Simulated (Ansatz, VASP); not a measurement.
## W: VASP beside Ansatz

POSCAR

```
W
1.0
   -1.5771737541      1.5771737541      1.5771737541
    1.5771737541     -1.5771737541      1.5771737541
    1.5771737541      1.5771737541     -1.5771737541
W
1
Direct
    0.0000000000      0.0000000000      0.0000000000
```

The input INCAR.step1:

```
PREC = Accurate ; ENCUT = 520
ISMEAR = 0 ; SIGMA = 0.1
LREAL = False ; LASPH = True
NELM = 80 ; NBANDS = 13
GGA = PE ; ALGO = Normal
EDIFF = 1E-4 ; LWAVE = True
LCHARG = False
```

File INCAR.step2:

```
PREC = Accurate ; ENCUT = 520
EDIFF = 1E-6 ; ISMEAR = 0
SIGMA = 0.1 ; LREAL = False
LASPH = True ; NELM = 80
ALGO = Normal ; ISIF = 2
LWAVE = False ; LCHARG = True
METAGGA = R2SCAN ; LMIXTAU = True
LELF = True ; LVHAR = True
NBANDS = 13 ; ISTART = 1
```

KPOINTS

```
Automatic mesh
0
Gamma
  18 18 18
```

Input for Ansatz:

```yaml
crystal:
  lattice:
    - [-1.5771737541, 1.5771737541, 1.5771737541]
    - [1.5771737541, -1.5771737541, 1.5771737541]
    - [1.5771737541, 1.5771737541, -1.5771737541]
  atoms:
    - { symbol: W, position: [0.0, 0.0, 0.0] }
basis:
  ecutwfc: 500
kpoints:
  mp_grid: { grid: [18, 18, 18] }
  band_path:
    path:
      - [0.0, 0.0, 0.0]
      - [0.5, -0.5, 0.5]
      - [0.0, 0.0, 0.5]
      - [0.25, 0.25, 0.25]
    npoints: 1
hamiltonian:
  xc: r2scan
scf:
  occupations: { method: gaussian, width: 0.1 }
  n_extra_bands: 4
output:
  forces: true
  stress: true
  eigenvalues: true
```

Alike in both runs: task single point; functional r2SCAN; k mesh 18 × 18 × 18; occupations gaussian, width 0.1 eV; no spin polarisation.

```csv
,VASP,Ansatz
version,VASP 6.6.1,Ansatz 0.2.0
potentials or method,"VASP PAW PBE potentials, release 64 (W_sv), cutoff 520 eV","scalar-relativistic, plane waves, PAW"
valence electrons in the cell,14,14
```

VASP gave:

* gap on the k mesh at the Fermi level (eV): none
* pressure (GPa): 5.7

What did Ansatz give for the same quantities?

gap on the k mesh at the Fermi level (eV): none; pressure (GPa): 4.4.

VASP's potentials were made for PBE, not for r2SCAN. A gap of «none» marks a metal or a gap that the smearing closes.

Spin-orbit coupling is off throughout.
